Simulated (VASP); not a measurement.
Write the native input for VASP 6.6.1 that does the following.

- Task: single point
- Functional: PBE
- Potentials or basis: VASP PAW PBE potentials, release 64 (Mo_sv)
- Cutoff: 400 eV
- k mesh: 1 × 1 × 1
- Occupations: methfessel-paxton, width 0.1 eV
- Spin: no spin polarisation
- Dipole correction: no
- Further INCAR settings: LREAL = Auto; ALGO = Normal; EDIFF = 1e-06; NBANDS = 238

The structure of Mo (a cell with a defect) lies in POSCAR:

```
Mo
1.0
    0.0000000000      6.3226243300      6.3226243300
    6.3226243300      0.0000000000      6.3226243300
    6.3226243300      6.3226243300      0.0000000000
Mo
31
Direct
   -0.0017796408     -0.0019033236     -0.0018055794
    0.1233159617      0.1226183084      0.1238415346
    0.2512648889      0.2512511288      0.2513540924
    0.4075633575      0.4066754350      0.4074287615
   -0.0006224472     -0.0013163047      0.5010372805
    0.1249534147      0.1252550300      0.6234358226
    0.2493471726      0.2489354764      0.7567450239
    0.3773049568      0.3774941188      0.8679044039
   -0.0013163047      0.5003469026     -0.0004397699
    0.1258426815      0.6230571033      0.1258785843
    0.2488241303      0.7554980734      0.2494222996
    0.3781796727      0.8674935776      0.3782597028
    0.0067605630      0.4974721470      0.4986767101
    0.1231867432      0.6281201116      0.6280524182
    0.2525407041      0.7479001999      0.7490767683
    0.3718007551      0.8742231408      0.8737342615
    0.5005914213     -0.0016348433     -0.0001406853
    0.6232117068      0.1256172214      0.1253870954
    0.7562767848      0.2484966555      0.2495767450
    0.8675130316      0.3779261388      0.3777961295
    0.4976208985      0.0064534911      0.4983350007
    0.6285771212      0.1230292928      0.6286484524
    0.7480830353      0.2523327208      0.7487944488
    0.8744115910      0.3717930842      0.8742521636
    0.4983493144      0.4978337057      0.0071928202
    0.6276685586      0.6278839755      0.1229844538
    0.7487483445      0.7483091281      0.2529613364
    0.8735215334      0.8737829755      0.3720720032
    0.6232793211      0.6226726110      0.6238833424
    0.7484218187      0.7482900696      0.7484107473
    0.8766147901      0.8759059073      0.8771818015
```

The input as run:

INCAR

```
ALGO = Normal
EDIFF = 1E-6
ENCUT = 400
GGA = PE
GGA_COMPAT = F
ISIF = 2
ISMEAR = 1
LASPH = T
LCHARG = T
LELF = T
LREAL = Auto
LVHAR = T
LWAVE = F
NBANDS = 238
NELM = 120
PREC = Accurate
SIGMA = 0.1
```

KPOINTS

```
k-points
0
Gamma
  1 1 1
```

Potentials or basis: VASP PAW PBE potentials, release 64 (Mo_sv).

Command:

```console
$ cat potpaw_PBE.64/Mo_sv/POTCAR > POTCAR
$ mpirun -np 1 vasp_gam > vasp.out
```

It gave:

| Quantity | Value |
| --- | --- |
| Pressure | -12.8 GPa |
| Largest force | 4.592 eV/Å |

Caveat: the k points lie up to 0.86 Å⁻¹ apart.

It took 9.7 min on 1 thread of Intel Xeon 8259CL, with other jobs on the host, peak memory 0.47 GiB.
